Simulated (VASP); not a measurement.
Here is a VASP 6.6.1 calculation.

The input INCAR:

```
SYSTEM = V
PREC = Accurate ; ENCUT = 520
EDIFF = 1E-8 ; ISMEAR = -1
SIGMA = 0.03 ; LREAL = .False.
LASPH = .True. ; NELM = 150
ALGO = Normal ; ISIF = 2
LWAVE = .False. ; LCHARG = .False.
ISPIN = 2 ; MAGMOM = 1.5
LORBIT = 11 ; LMAXMIX = 4
GGA = PS ; LEFG = .True.
NBANDS = 16
```

File KPOINTS:

```
Automatic mesh
0
Gamma
  19 19 19
  0 0 0
```

POSCAR

```
V
1.0
   -1.5130000000      1.5130000000      1.4676100000
    1.5130000000     -1.5130000000      1.4676100000
    1.5130000000      1.5130000000     -1.4676100000
V
1
Direct
    0.0000000000      0.0000000000      0.0000000000
```

Potentials or basis: VASP PAW PBE potentials, release 64 (V_sv).

The run is started by

```sh
$ cat potpaw_PBE.64/V_sv/POTCAR > POTCAR
$ mpirun -np 1 vasp_std > vasp.out
```

(1) What does it give for the pressure?

(2) Predict the net moment.

Answers

(1) -6.7 GPa.

(2) 0.00 μB per cell.

Caveat: the cell differs from its parent crystal (zz strain of -3 %); the cell stands under tension; without QUAD_EFG the Cq values of the log hold for a quadrupole moment of 1 mb, not for the nuclei; the PAW data sets were made with another functional, which shifts forces and pressure a little.
